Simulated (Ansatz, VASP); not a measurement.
## One calculation of CaH, two programs

```
Ca H
1.0
     3.73922    0.00000    0.00000
    -1.86961    3.23826    0.00000
     0.00000    0.00000   11.71638
Ca H
4 4
Direct
  0.00000 0.00000 0.00000
  0.33333 0.66667 0.25000
  0.00000 0.00000 0.50000
  0.66667 0.33333 0.75000
  0.66667 0.33333 0.09675
  0.33333 0.66667 0.90325
  0.33333 0.66667 0.59675
  0.66667 0.33333 0.40325
```

Alike in both runs: functional PBE; k mesh 6 × 6 × 2; occupations gaussian, width 0.1 eV; no spin polarisation.

Ansatz relaxed the structure, and its values are those at the end. VASP's run is a single point on that final structure, the one shown.

|  | VASP | Ansatz |
| --- | --- | --- |
| version | VASP 6.6.1 | Ansatz 0.2.0 |
| potentials or method | VASP PAW PBE potentials, release 64 (Ca_sv, H), cutoff 520 eV | scalar-relativistic, plane waves, PAW |
| valence electrons in the cell | 44 | 44 |

```csv
,VASP,Ansatz,Ansatz less VASP
gap on the k mesh at the Fermi level (eV),none,none,-
pressure (GPa),0.0,0.0,-0.03
```

A gap of «none» marks a metal or a gap that the smearing closes. With one functional, cell and mesh, what is left measures potentials, basis and numerics.
